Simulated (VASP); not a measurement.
FeO:

```
Fe O
1.0
     0.00000    2.12627    2.12627
     2.12627    0.00000    2.12627
     2.12627    2.12627    0.00000
Fe O
1 1
Direct
  0.00000 0.00000 0.00000
  0.50000 0.50000 0.50000
```

Base run:

| Item | Value |
| --- | --- |
| Program | VASP 6.6.1 |
| Functional | PBE |
| Potentials or basis | VASP PAW PBE potentials, release 64 (Fe, O) |
| Cutoff | 520 eV |
| k mesh | 11 × 11 × 11 |
| Occupations | fermi-dirac, width 0.05 eV |
| Spin | collinear spin, ferromagnetic start |
| Starting moments | [3.0, 0.0] μB |

Its results: band gap on the k mesh zero (filled and empty bands overlap); pressure 8.2 GPa; net moment 4.00 μB per cell; site moments Fe +3.61; O +0.31 μB.

Task: After a change of settings the same cell gave: band gap on the k mesh zero (filled and empty bands overlap); pressure 5.6 GPa; net moment 4.00 μB per cell; site moments Fe +3.47; O +0.30 μB. Which change was it?
A. moments at the start from [3.0, 0.0] to [4.0, 0.0]
B. cutoff from 520 eV to 600 eV
C. potentials or basis from VASP PAW PBE potentials, release 64 (Fe, O) to VASP PAW PBE potentials, release 64 (Fe_sv, O); cutoff from 520 eV to 600 eV; further incar settings from ALGO = Normal; EDIFF = 1e-06; NBANDS = 18 to ALGO = Normal; EDIFF = 1e-06; NBANDS = 22; valence electrons from 14 to 22

Result: C.

Caveats: a cell with one magnetic atom can't hold antiferromagnetic order, which such compounds often take; semilocal functionals often make such compounds metallic where correlation or magnetic order opens a gap, which also shifts bond lengths.
